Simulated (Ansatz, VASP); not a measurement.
C in VASP and in Ansatz

The input INCAR:

```
SYSTEM = C
PREC = Accurate
ENCUT = 600
EDIFF = 1E-6
ISMEAR = 0
SIGMA = 0.02
LREAL = .FALSE.
LASPH = .TRUE.
NELM = 80
ALGO = Normal
ISIF = 3
LWAVE = .FALSE.
LCHARG = .FALSE.
GGA = PE
IBRION = 2
NSW = 100
EDIFFG = -0.01
```

File KPOINTS:

```
Automatic mesh
0
G
  12 12 12
  0 0 0
```

File POSCAR:

```
C
1.0
    0.0000000000      1.7857138613      1.7857138613
    1.7857138613      0.0000000000      1.7857138613
    1.7857138613      1.7857138613      0.0000000000
C
2
Direct
    0.0000000000      0.0000000000      0.0000000000
    0.2500000000      0.2500000000      0.2500000000
```

Input for Ansatz:

```yaml
crystal:
  lattice:
    - [0.0, 1.7857138613, 1.7857138613]
    - [1.7857138613, 0.0, 1.7857138613]
    - [1.7857138613, 1.7857138613, 0.0]
  atoms:
    - { symbol: C, position: [0.0, 0.0, 0.0] }
    - { symbol: C, position: [0.25, 0.25, 0.25] }
basis:
  ecutwfc: 420
kpoints:
  mp_grid: { grid: [12, 12, 12] }
hamiltonian:
  xc: pbe
scf:
  occupations: { method: gaussian, width: 0.02 }
output:
  forces: true
  stress: true
  eigenvalues: true
relax:
  adjacent_minimum: "off"
  f_tol: 0.01
  max_steps: 80
  cell: { stress_tol: 0.05 }
```

Alike in both runs: task relaxation of cell and atoms; functional PBE; k mesh 12 × 12 × 12; occupations gaussian, width 0.02 eV; no spin polarisation.

|  | VASP | Ansatz |
| --- | --- | --- |
| version | VASP 6.6.1 | Ansatz 0.2.0 |
| potentials or method | VASP PAW PBE potentials, release 64 (C), cutoff 600 eV | scalar-relativistic, plane waves, PAW |
| valence electrons in the cell | 8 | 8 |

|  | VASP | Ansatz | Ansatz less VASP |
| --- | --- | --- | --- |
| gap on the k mesh at the Fermi level, each at its own relaxed structure (eV) | 4.14 | 4.15 | +0.006 |
| relaxed volume (Å³/atom) | 5.69 | 5.69 | 0.000 |
| relaxed cell length with the largest relative difference (Å) | 2.525 | 2.525 | +0.0001 |

Noted on VASP's run: the relaxation stopped at its first step, so nothing moved.
